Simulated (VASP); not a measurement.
A run of VASP 6.6.1:

The input INCAR:

```
SYSTEM = Te2Mo
PREC = Accurate
ENCUT = 520
EDIFF = 1E-6
ISMEAR = 0
SIGMA = 0.01
LREAL = .FALSE.
LASPH = .TRUE.
NELM = 80
ALGO = Normal
ISIF = 2
LWAVE = .FALSE.
LCHARG = .FALSE.
NBANDS = 35
```

KPOINTS

```
regular mesh
0
G
  6 6 2
  0 0 0
```

Contents of POSCAR:

```
Te2Mo
1.0
    3.4730035688      0.0000000000      0.0000000000
   -1.7365017844      3.0077093180      0.0000000000
    0.0000000000      0.0000000000     13.7754506848
Te Mo
4 2
Direct
    0.3333333333      0.6666666667      0.6196218643
    0.6666666667      0.3333333333      0.1196218643
    0.3333333333      0.6666666667      0.8803781357
    0.6666666667      0.3333333333      0.3803781357
    0.3333333333      0.6666666667      0.2500000000
    0.6666666667      0.3333333333      0.7500000000
```

Potentials or basis: VASP PAW LDA potentials, release 64 (Te, Mo_sv).

Launch:

```sh
$ cat potpaw_LDA.64/Te/POTCAR potpaw_LDA.64/Mo_sv/POTCAR > POTCAR
$ mpirun -np 1 vasp_std > vasp.out
```

Hardware: 1 thread of Intel Xeon 8259CL, with other jobs on the host.

Problem. Estimate the wall time of this run.

Solution. Run time: 120 s on 1 thread of Intel Xeon 8259CL, on a shared host, peak memory 0.25 GiB. Counts: scf iterations 15, k points 14.
